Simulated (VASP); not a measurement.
Wanted: the native input for a VASP 6.6.1 run.

```
Task                   : single point
Functional             : PBE
Potentials or basis    : VASP PAW PBE potentials, release 64 (Zn, S)
Cutoff                 : 520 eV
k mesh                 : 8 × 8 × 1
Occupations            : gaussian, width 0.02 eV
Spin                   : no spin polarisation
Dipole correction      : yes
Further INCAR settings : ALGO = Normal; EDIFF = 1e-06; NBANDS = 26
```

The structure of ZnS lies in POSCAR:

```
ZnS
1.0
    3.5054541039      0.0000000000      0.0000000000
    0.0000000000      3.5054541039      0.0000000000
    0.0000000000      0.0000000000     29.3724558400
Zn S
2 2
Direct
    0.5000000000      0.0000000000      0.2550936517
    0.0000000000      0.5000000000      0.3236798799
    0.0000000000      0.5000000000      0.2407109692
    0.5000000000      0.0000000000      0.3380625624
```

The input as run:

INCAR

```
SYSTEM = ZnS
ALGO = Normal ; DIPOL = 0.5 0.5 0.289
EDIFF = 1E-6 ; ENCUT = 520
GGA = PE ; IDIPOL = 3
ISIF = 2 ; ISMEAR = 0
LASPH = .TRUE. ; LCHARG = .TRUE.
LDIPOL = .TRUE. ; LELF = .TRUE.
LREAL = .FALSE. ; LVACPOTAV = .TRUE.
LVHAR = .TRUE. ; LWAVE = .FALSE.
NBANDS = 26 ; NELM = 80
PREC = Accurate ; SIGMA = 0.02
```

KPOINTS

```
k-points
0
G
  8 8 1
  0 0 0
```

Potentials or basis: VASP PAW PBE potentials, release 64 (Zn, S).

Launch:

```console
$ cat potpaw_PBE.64/Zn/POTCAR potpaw_PBE.64/S/POTCAR > POTCAR
$ mpirun -np 1 vasp_std > vasp.out
```

It gave:

The largest force is 0.017 eV/Å and the band gap on the k mesh is 0.65 eV, indirect (least direct gap 2.24 eV).

Run time: 110 s on 1 thread of Intel(R) Xeon(R) 6975P-C (Granite Rapids), on a shared host, peak memory 0.49 GiB.
